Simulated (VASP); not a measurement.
## BeS (f.blda): single point with LDA

The system is BeS (f.blda).

```
Be S
1.0
     0.00000    2.39803    2.39803
     2.39803    0.00000    2.39803
     2.39803    2.39803    0.00000
Be S
1 1
Direct
  0.00000 0.00000 0.00000
  0.25000 0.25000 0.25000
```

| Property | Result |
| --- | --- |
| Program | VASP 6.6.1 |
| Task | single point |
| Functional | LDA |
| Potentials or basis | VASP PAW LDA potentials, release 64 (Be, S) |
| Cutoff | 600 eV |
| k mesh | 8 × 8 × 8 |
| Occupations | gaussian, width 0.02 eV |
| Spin | no spin polarisation |
| Dipole correction | no |
| Further INCAR settings | ALGO = Normal; EDIFF = 1e-06; NBANDS = 11 |

* Pressure: 0.1 GPa
* Band gap on the k mesh: 2.83 eV, indirect (least direct gap 5.53 eV)

Levels at points of the mesh, in eV from the valence-band top:
| k point | band 1 | band 2 | band 3 | band 4 | band 5 | band 6 | band 7 | band 8 |
| --- | --- | --- | --- | --- | --- | --- | --- | --- |
| (0.00, 0.00, 0.00) | -13.88 | 0.00 | 0.00 | 0.00 | 5.53 | 5.53 | 5.53 | 5.96 |
| (0.50, 0.00, 0.00) | -12.16 | -6.06 | -1.09 | -1.09 | 5.48 | 6.43 | 6.43 | 11.07 |
| (0.50, 0.50, 0.00) | -11.58 | -5.21 | -2.79 | -2.79 | 2.83 | 4.77 | 12.88 | 12.88 |

Wall time 17 s on 1 thread of Intel Xeon 8259CL (shared host), peak memory 0.14 GiB.

A k mesh can miss the band edges. As with any semilocal functional, this LDA gap is likely too small.
